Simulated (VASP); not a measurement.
# Ge (Cmmm) in VASP: a series of runs

The runs below take Ge through single point, with PBEsol.

All numbers are computed with VASP 6.6.1; they aren't measurements. Logs are shortened: lines on timing, memory, paths and dates and some standing lists are left out, and cuts for length are marked.

## (1) The cell of the first run

The structure is orthorhombic, space group Cmmm (No. 65). Conventional cell: a = 2.794 Å, b = 5.201 Å, c = 2.631 Å, α = 90.00°, β = 90.00°, γ = 90.00°. Within 3.5 Å of Ge (site symmetry mmm) lie 8 Ge at 2.63 to 2.95 Å.

## (2) Single point, PBEsol (strain +0.000 along x and y, -0.025 along z)

Contents of INCAR:

```
  PREC = Accurate
  ENCUT = 520
  EDIFF = 1E-6
  ISMEAR = 0
  SIGMA = 0.15
  LREAL = False
  LASPH = True
  NELM = 60
  ALGO = Normal
  ISIF = 2
  LWAVE = False
  LCHARG = False
  GGA = PS
  NBANDS = 13
```

Contents of KPOINTS:

```
regular mesh
0
Gamma
  20 20 18
```

Contents of POSCAR:

```
Ge
1.0
    1.3971490000     -2.6005160000      0.0000000000
    1.3971490000      2.6005160000      0.0000000000
    0.0000000000      0.0000000000      2.6307752250
Ge
1
Direct
    0.5000000000      0.5000000000      0.0000000000
```

Potentials or basis: VASP PAW PBE potentials, release 64 (Ge_d).

Command:

```console
$ cat potpaw_PBE.64/Ge_d/POTCAR > POTCAR
$ mpirun -np 1 vasp_std > vasp.out
```

OUTCAR:

```text
PREC = Accurate
   ENCUT = 520
   EDIFF = 1E-6
   ISMEAR = 0
   LREAL = False
   LASPH = True
   NELM = 60
   ISIF = 2
   GGA = PS

 ion  position               nearest neighbor table
   1  0.500  0.500  0.000-

  LATTYP: Found a base centered orthorhombic cell.
 ALAT       =     2.7942980000
 B/A-ratio  =     1.8613018368
 C/A-ratio  =     0.9414798368

  Lattice vectors:

 A1 = (   1.3971490000,  -2.6005160000,   0.0000000000)
 A2 = (   1.3971490000,   2.6005160000,   0.0000000000)
 A3 = (   0.0000000000,   0.0000000000,   2.6307752250)

Analysis of symmetry for initial positions (statically):
=====================================================================
 Subroutine PRICEL returns:
 Original cell was already a primitive cell.

 Routine SETGRP: Setting up the symmetry group for a
 base centered orthorhombic supercell.

 Subroutine GETGRP returns: Found  8 space group operations
 (whereof  8 operations were pure point group operations)
 out of a pool of  8 trial point group operations.

The static configuration has the point symmetry D_2h.

Analysis of symmetry for dynamics (positions and initial velocities):
=====================================================================
 Subroutine PRICEL returns:
 Original cell was already a primitive cell.

 Routine SETGRP: Setting up the symmetry group for a
 base centered orthorhombic supercell.

 Subroutine GETGRP returns: Found  8 space group operations
 (whereof  8 operations were pure point group operations)
 out of a pool of  8 trial point group operations.

The dynamic configuration has the point symmetry D_2h.

 Subroutine INISYM returns: Found  8 space group operations
 (whereof  8 operations are pure point group operations),
 and found     1 'primitive' translations

----------------------------------------------------------------------------------------

                                     Primitive cell

  volume of cell :      19.1168

  direct lattice vectors                    reciprocal lattice vectors
     1.397149000 -2.600516000  0.000000000     0.357871637 -0.192269534  0.000000000
     1.397149000  2.600516000  0.000000000     0.357871637  0.192269534  0.000000000
     0.000000000  0.000000000  2.630775225     0.000000000  0.000000000  0.380116093

  length of vectors
     2.952068562  2.952068562  2.630775225     0.406250763  0.406250763  0.380116093

  position of ions in fractional coordinates (direct lattice)
     0.500000000  0.500000000  0.000000000

  ion indices of the primitive-cell ions
   primitive index   ion index
                 1           1

----------------------------------------------------------------------------------------

 KPOINTS: regular mesh

Automatic generation of k-mesh.
 Grid dimensions read from file:
 generate k-points for:   20   20   18

 Generating k-lattice:

  Cartesian coordinates                     Fractional coordinates (reciprocal lattice)
     0.017893582 -0.009613477  0.000000000     0.050000000  0.000000000  0.000000000
     0.017893582  0.009613477  0.000000000     0.000000000  0.050000000  0.000000000
     0.000000000  0.000000000  0.021117561     0.000000000  0.000000000  0.055555556

  Length of vectors
     0.020312538  0.020312538  0.021117561

  Shift w.r.t. Gamma in fractional coordinates (k-lattice)
     0.000000000  0.000000000  0.000000000

 Subroutine IBZKPT returns following result:
 ===========================================

 Found   1110 irreducible k-points:

 Following reciprocal coordinates:
            Coordinates               Weight
  0.000000  0.000000  0.000000      1.000000
  0.050000 -0.000000  0.000000      4.000000
  0.100000 -0.000000  0.000000      4.000000
  0.150000  0.000000  0.000000      4.000000
  0.200000 -0.000000  0.000000      4.000000
  0.250000 -0.000000  0.000000      4.000000
[... 16 lines left out ...]
 -0.400000  0.050000  0.000000      4.000000
 -0.350000  0.050000  0.000000      4.000000
 [... further k-points ...]
   k-points           NKPTS =   1110   k-points in BZ     NKDIM =   1110   number of bands    NBANDS=     13
   number of dos      NEDOS =    301   number of ions     NIONS =      1
   total plane-waves  NPLWV =  11520
   dimension x,y,z NGX =    24 NGY =   24 NGZ =   20
   dimension x,y,z NGXF=    48 NGYF=   48 NGZF=   40
   ions per type =               1
   NGX,Y,Z   is equivalent  to a cutoff of  13.52, 13.52, 12.64 a.u.
   NGXF,Y,Z  is equivalent  to a cutoff of  27.03, 27.03, 25.28 a.u.
 SYSTEM =  unknown system
   PREC   = accura    normal or accurate (medium, high low for compatibility)
   ISTART =      0    job   : 0-new  1-cont  2-samecut
   ICHARG =      2    charge: 1-file 2-atom 10-const
   ISPIN  =      1    spin polarized calculation?
   LNONCOLLINEAR =      F non collinear calculations
   LSORBIT =      F    spin-orbit coupling
   LASPH  =      T    aspherical Exc in radial PAW
   ENCUT  =  520.0 eV  38.22 Ry    6.18 a.u.   5.49  5.49  4.89*2*pi/ulx,y,z
   NELM   =     60;   NELMIN=  2; NELMDL= -5     # of ELM steps
   EDIFF  = 0.1E-05   stopping-criterion for ELM
   LREAL  =      F    real-space projection
   EDIFFG = 0.1E-04   stopping-criterion for IOM
   NSW    =      0    number of steps for IOM
   IBRION =     -1    ionic relax: 0-MD 1-quasi-New 2-CG
   NFREE  =      0    steps in history (QN), initial steepest desc. (CG)
   ISIF   =      2    stress and relaxation
   ISYM   =      2    0-nonsym 1-usesym 2-fastsym
   POTIM  = 0.5000    time-step for ionic-motion
   TEBEG  =    0.0;   TEEND  =   0.0 temperature during run
   PSTRESS=    0.0 pullay stress
   NELECT =      14.0000    total number of electrons
   NUPDOWN=      -1.0000    fix difference up-down
   EMIN   =  10.00;   EMAX   =-10.00  energy-range for DOS
   EFERMI =   0.00;   METHOD = LEGACY
   ISMEAR =     0;   SIGMA  =   0.15  broadening in eV -4-tet -1-fermi 0-gaus
   EFERMI_NEDOS =   21; number of points for ismear=-14 and -15
   IALGO  =     38    algorithm
   IMIX   =      4    mixing-type and parameters
     AMIX     =   0.40;   BMIX     =  1.00
     AMIX_MAG =   1.60;   BMIX_MAG =  1.00
  volume/ion in A,a.u.               =      19.12       129.01
  Fermi-wavevector in a.u.,A,eV,Ry     =   1.475635  2.788545 29.626654  2.177498
  Thomas-Fermi vector in A             =   2.590260
   LORBIT       =      0    0 simple, 1 ext, 2 COOP (PROOUT), +10 PAW based schemes
   GGA     = PS    functional components
   LHFCALC =     F    Hartree Fock is set to
   AEXX    =    0.0000 exact exchange contribution
   IVDW    =     0    specifies the selected vdW correction
   LEPSILON=     F    determine dielectric tensor
   LRPA    =     F    only Hartree local field effects (RPA)
 non-spin polarized calculation
 Gauss-broadening in eV      SIGMA  =   0.15
  energy-cutoff  :      520.00
  volume of cell :       19.12
 maximum number of plane-waves:       528
 NGX is ok and might be reduce to    24
   NGX = 11   NGY = 11   NGZ =  9

 number of electron      14.0000010 magnetization

 Free energy of the ion-electron system (eV)
  ---------------------------------------------------
  ext. energy  EPLUGINS =         0.00000000
  ---------------------------------------------------
  free energy    TOTEN  =        -4.74015895 eV

  energy without entropy =       -4.73515168  energy(sigma->0) =       -4.73765532

 E-fermi :   6.3676     XC(G=0): -11.3135

 val. band max:        6.3599678970   @ k =  -0.3000   0.2000   0.0556
 cond. band min:       6.3690445462   @ k =   0.2500   0.0500   0.0556
 fundamental gap:      0.0090766491
 Fermi energy:         6.3675650557

 k-point     1 :       0.0000    0.0000    0.0000
  band No.  band energies     occupation
      1     -18.3574      2.00000
      2     -18.2688      2.00000
      3     -18.2174      2.00000
      4     -18.1053      2.00000
      5     -18.0878      2.00000
      6      -6.7343      2.00000
      7      13.2760      0.00000
      8      13.8029      0.00000
      9      14.7733      0.00000
     10      16.9601      0.00000
     11      18.8061      0.00000
     12      21.1888      0.00000
     13      21.2299      0.00000

 k-point     2 :       0.0500   -0.0000    0.0000
  band No.  band energies     occupation
      1     -18.3556      2.00000
      2     -18.2660      2.00000
      3     -18.2178      2.00000
      4     -18.1057      2.00000
      5     -18.0890      2.00000
      6      -6.6736      2.00000
      7      13.0238      0.00000
      8      13.8622      0.00000
      9      14.1556      0.00000
     10      17.1938      0.00000
     11      18.9066      0.00000
     12      20.0361      0.00000
     13      21.6250      0.00000

 k-point     3 :       0.1000   -0.0000    0.0000
  band No.  band energies     occupation
      1     -18.3508      2.00000
      2     -18.2583      2.00000
      3     -18.2184      2.00000
      4     -18.1068      2.00000
      5     -18.0924      2.00000
      6      -6.4916      2.00000
      7      12.1957      0.00000
      8      13.0497      0.00000
      9      14.0388      0.00000
     10      17.3780      0.00000
     11      18.4677      0.00000
     12      20.1631      0.00000
     13      22.6535      0.00000
[... 305 lines left out ...]
 k-point    23 :      -0.4000    0.0500    0.0000
  band No.  band energies     occupation
      1     -18.3205      2.00000
      2     -18.2384      2.00000
      3     -18.1447      2.00000
      4     -18.1346      2.00000
      5     -18.1124      2.00000
      6      -3.4039      2.00000
      7       3.4299      2.00000
      8       9.2063      0.00000
      9      14.8943      0.00000
     10      16.7118      0.00000
     11      21.1764      0.00000
     12      25.7433      0.00000
     13      26.5095      0.00000

 k-point    24 :      -0.3500    0.0500    0.0000
  band No.  band energies     occupation
      1     -18.3220      2.00000
      2     -18.2409      2.00000
      3     -18.1617      2.00000
      4     -18.1286      2.00000
      5     -18.1102      2.00000
      6      -4.2031      2.00000
      7       4.9259      2.00000
      8       9.5012      0.00000
      9      15.3413      0.00000
     10      16.0941      0.00000
     11      20.4065      0.00000
     12      27.0200      0.00000
     13      27.1088      0.00000

 [... further k-points ...]

------------------------ aborting loop because EDIFF is reached ----------------------------------------

  FORCE on cell =-STRESS in cart. coord.  units (eV):
  Direction    XX          YY          ZZ          XY          YZ          ZX
  --------------------------------------------------------------------------------------
  -------------------------------------------------------------------------------------
  Total       -0.3907245     -0.5945935      0.0606309      0.0000000      0.0000000      0.0000000
  in kB      -32.7465265    -49.8327396      5.0814581      0.0000000      0.0000000      0.0000000
  external PRESSURE =     -25.8326027 kB  Pullay stress =       0.0000000 kB

 VOLUME and BASIS-vectors are now :
 -----------------------------------------------------------------------------
  energy-cutoff  :      520.00
  volume of cell :       19.12
      direct lattice vectors                 reciprocal lattice vectors
     1.397149000 -2.600516000  0.000000000     0.357871637 -0.192269534  0.000000000
     1.397149000  2.600516000  0.000000000     0.357871637  0.192269534  0.000000000
     0.000000000  0.000000000  2.630775225     0.000000000  0.000000000  0.380116093

 POSITION                                       TOTAL-FORCE (eV/Angst)
 -----------------------------------------------------------------------------------
      1.39715      0.00000      0.00000         0.000000     -0.000000      0.000000
 -----------------------------------------------------------------------------------
    total drift:                               -0.000000     -0.000000     -0.000000

  FREE ENERGIE OF THE ION-ELECTRON SYSTEM (eV)
  ---------------------------------------------------
  free  energy   TOTEN  =        -4.7401589483 eV

  energy  without entropy=       -4.7351516822  energy(sigma->0) =       -4.73765532
```

Wall time 48 s (1 thread of Intel Xeon 6975P-C (Granite Rapids), shared host); peak memory 0.34 GiB.

What came out:

- Free energy: -4.7402 eV
- Pressure: -2.6 GPa
- Band gap on the k mesh: zero (bands 7 and 8 overlap by 9.96 eV)

Caveat: the cell differs from its parent crystal (strain +0.000 along x and y, -0.025 along z); the PAW data sets were made with another functional, which shifts forces and pressure a little.

## (3) Single point, PBEsol (strain -0.025 along x and y, +0.050 along z)

Contents of INCAR:

```
SYSTEM = Ge
  PREC = Accurate
  ENCUT = 520
  EDIFF = 1E-6
  ISMEAR = 0
  SIGMA = 0.15
  LREAL = .False.
  LASPH = .True.
  NELM = 80
  ALGO = Normal
  ISIF = 2
  LWAVE = .False.
  LCHARG = .True.
  GGA = PS
  LELF = .True.
  LVHAR = .True.
  NBANDS = 13
```

Contents of KPOINTS:

```
Automatic mesh
0
Gamma
  20 20 18
  0 0 0
```

Contents of POSCAR:

```
Ge
1.0
    1.3622202750     -2.5355031000      0.0000000000
    1.3622202750      2.5355031000      0.0000000000
    0.0000000000      0.0000000000      2.8331425500
Ge
1
Direct
    0.5000000000      0.5000000000      0.0000000000
```

Potentials or basis: VASP PAW PBE potentials, release 64 (Ge_d).

Command:

```console
$ cat potpaw_PBE.64/Ge_d/POTCAR > POTCAR
$ mpirun -np 1 vasp_std > vasp.out
```

Wall time 58 s (1 thread of Intel Xeon 6975P-C (Granite Rapids), shared host); peak memory 0.35 GiB.

It converged, with:

* Free energy: -4.7028 eV
* Pressure: -3.4 GPa
* Band gap on the k mesh: zero (bands 7 and 8 overlap by 8.15 eV)

Stress tensor (GPa, compression positive):
```
  1.30   0.00   0.00
  0.00  -1.25   0.00
  0.00   0.00 -10.11
```

Levels at points of the mesh, in eV from the Fermi level:
```tsv
k point	band 3	band 4	band 5	band 6	band 7	band 8	band 9	band 10	band 11	band 12
(0.00, 0.00, 0.00)	-24.55	-24.45	-24.43	-12.92	4.88	8.22	8.80	9.88	13.31	15.99
(0.50, 0.00, 0.00)	-24.51	-24.46	-24.43	-7.29	-5.29	4.15	8.17	9.19	14.94	15.14
(0.50, 0.50, 0.00)	-24.51	-24.44	-24.44	-8.23	-5.53	6.06	8.47	9.93	14.58	14.59
(0.00, 0.00, 0.50)	-24.51	-24.49	-24.47	-9.90	-5.71	10.45	12.10	16.29	17.20	18.34
(0.50, 0.00, 0.50)	-24.51	-24.44	-24.37	-3.94	-2.84	-1.09	3.61	6.42	11.67	13.78
(0.50, 0.50, 0.50)	-24.49	-24.44	-24.40	-4.98	-3.03	-1.80	3.18	8.34	13.60	15.50
```

Caveat: the cell differs from its parent crystal (strain -0.025 along x and y, +0.050 along z); the cell stands under tension; the PAW data sets were made with another functional, which shifts forces and pressure a little.

## (4) Single point, PBEsol (strain +0.025 along x and y, -0.050 along z)

Contents of INCAR:

```
PREC = Accurate ; ENCUT = 520
EDIFF = 1E-7 ; ISMEAR = 0
SIGMA = 0.15 ; LREAL = F
LASPH = T ; NELM = 60
ALGO = Normal ; ISIF = 2
LWAVE = F ; LCHARG = T
GGA = PS ; LELF = T
LVHAR = T ; NBANDS = 13
```

Contents of KPOINTS:

```
regular mesh
0
Gamma
  20 20 18
```

Contents of POSCAR:

```
Ge
1.0
    1.4320777250     -2.6655289000      0.0000000000
    1.4320777250      2.6655289000      0.0000000000
    0.0000000000      0.0000000000      2.5633194500
Ge
1
Direct
    0.5000000000      0.5000000000      0.0000000000
```

Command:

```console
$ cat potpaw_PBE.64/Ge_d/POTCAR > POTCAR
$ mpirun -np 1 vasp_std > vasp.out
```

Run time: 59 s. Hardware: 1 thread of Intel Xeon 6975P-C (Granite Rapids), shared host; peak memory 0.35 GiB.

The run converged. Its results:

| Item | Value |
| --- | --- |
| Free energy | -4.6969 eV |
| Pressure | -3.3 GPa |
| Band gap on the k mesh | zero (bands 7 and 8 overlap by 9.18 eV) |

Stress tensor (GPa, compression positive):
```
-6.72  0.00  0.00
 0.00 -8.22  0.00
 0.00  0.00  4.93
```

Levels at points of the mesh, in eV from the Fermi level:
| k point | band 3 | band 4 | band 5 | band 6 | band 7 | band 8 | band 9 | band 10 | band 11 | band 12 |
| --- | --- | --- | --- | --- | --- | --- | --- | --- | --- | --- |
| (0.00, 0.00, 0.00) | -24.60 | -24.49 | -24.47 | -12.94 | 6.01 | 7.38 | 8.67 | 10.53 | 12.16 | 14.02 |
| (0.50, 0.00, 0.00) | -24.52 | -24.51 | -24.49 | -8.41 | -5.39 | 2.68 | 6.74 | 12.14 | 17.95 | 18.17 |
| (0.50, 0.50, 0.00) | -24.53 | -24.52 | -24.48 | -9.19 | -5.58 | 4.32 | 8.32 | 11.53 | 17.20 | 17.93 |
| (0.00, 0.00, 0.50) | -24.59 | -24.58 | -24.46 | -8.26 | -5.74 | 9.57 | 10.93 | 14.99 | 15.90 | 16.28 |
| (0.50, 0.00, 0.50) | -24.61 | -24.52 | -24.38 | -3.29 | -2.17 | -1.60 | 3.66 | 6.28 | 11.68 | 12.51 |
| (0.50, 0.50, 0.50) | -24.59 | -24.52 | -24.40 | -4.18 | -2.74 | -1.72 | 3.33 | 7.93 | 13.38 | 14.18 |

Caveat: the cell differs from its parent crystal (strain +0.025 along x and y, -0.050 along z); the cell stands under tension; the PAW data sets were made with another functional, which shifts forces and pressure a little.

## (5) The runs side by side

```tsv
cell	gap on the mesh (eV)	pressure (GPa)
a = 2.952, b = 2.952, c = 2.631 Å, angles 90.0, 90.0, 123.5°, 1 atom	none	-2.6
a = 2.878, b = 2.878, c = 2.833 Å, angles 90.0, 90.0, 123.5°, 1 atom	none	-3.4
a = 3.026, b = 3.026, c = 2.563 Å, angles 90.0, 90.0, 123.5°, 1 atom	none	-3.3
```

Alike in all rows: task single point; level PBEsol; potentials or basis VASP PAW PBE potentials, release 64 (Ge_d); no spin polarisation; k mesh 20 × 20 × 18; cutoff (eV) 520; smearing gaussian 0.15 eV.

Caveats: the PAW data sets were made with another functional, which shifts forces and pressure a little; the cell stands under tension (at least some runs).

Total energies depend on the potentials used, so only differences within one code and one set of settings carry meaning.
